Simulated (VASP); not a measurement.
Si2C:

```
Si C
1.0
     3.14816    0.00000    0.00000
     0.00000    3.14816    0.00000
     0.00000    0.00000    5.11704
Si C
2 1
Cartesian
  1.5741 0.0000 2.5585
  0.0000 1.5741 2.5585
  0.0000 0.0000 0.0000
```

The cell was built from a structure type or drawn by symmetry, and may not be a known phase.

- Program: VASP 6.6.1
- Task: relaxation of cell and atoms
- Functional: PBE
- Potentials or basis: VASP PAW PBE potentials, release 64 (Si, C)
- Cutoff: 600 eV
- k mesh: 6 × 6 × 4
- Occupations: gaussian, width 0.1 eV
- Spin: no spin polarisation

At the start: pressure 8.7 GPa; volume 16.90 Å³/atom.

Where does the relaxation end?

Over 13 steps the energy falls by 1409.5 meV/atom and the volume is 11.94 Å³/atom (-29.4 %); space group P4/mmm (No. 123, to 0.1 Å) before and after.

Step by step:
```
step  energy change (eV)  largest force (eV/Å)  pressure (GPa)  volume (Å³)
   1              0.0000                0.0000            8.74        50.71
   2             -1.4272                0.0000          -14.50        56.61
   3             -1.6024                0.0000          -17.94        58.37
   4             -3.2079                0.0000          -19.85        47.96
   5             -3.3286                0.0000          -18.99        46.02
   6             -3.3034                0.0000          -13.75        42.04
   7             -3.3431                0.0000          -16.00        43.48
   8             -3.3586                0.0000          -17.94        44.75
   9             -4.2074                0.0000            2.04        34.99
  10             -4.2077                0.0000            1.48        35.13
  11             -4.2282                0.0000            0.55        35.62
  12             -4.2283                0.0000            0.62        35.59
  13             -4.2286                0.0000           -0.24        35.81
```

Final structure:
```cif
data_structure
_symmetry_space_group_name_H-M 'P 1'
_symmetry_Int_Tables_number 1
_cell_length_a 3.4272
_cell_length_b 3.4272
_cell_length_c 3.0484
_cell_angle_alpha 90.000
_cell_angle_beta 90.000
_cell_angle_gamma 90.000
_cell_volume 35.81
loop_
_atom_site_label
_atom_site_type_symbol
_atom_site_fract_x
_atom_site_fract_y
_atom_site_fract_z
_atom_site_occupancy
Si1 Si 0.50000 0.00000 0.50000 1
Si2 Si 0.00000 0.50000 0.50000 1
C1 C 0.00000 0.00000 0.00000 1
```

Caveat: the volume moved by over 15 % at a fixed basis, so the end points are rough.
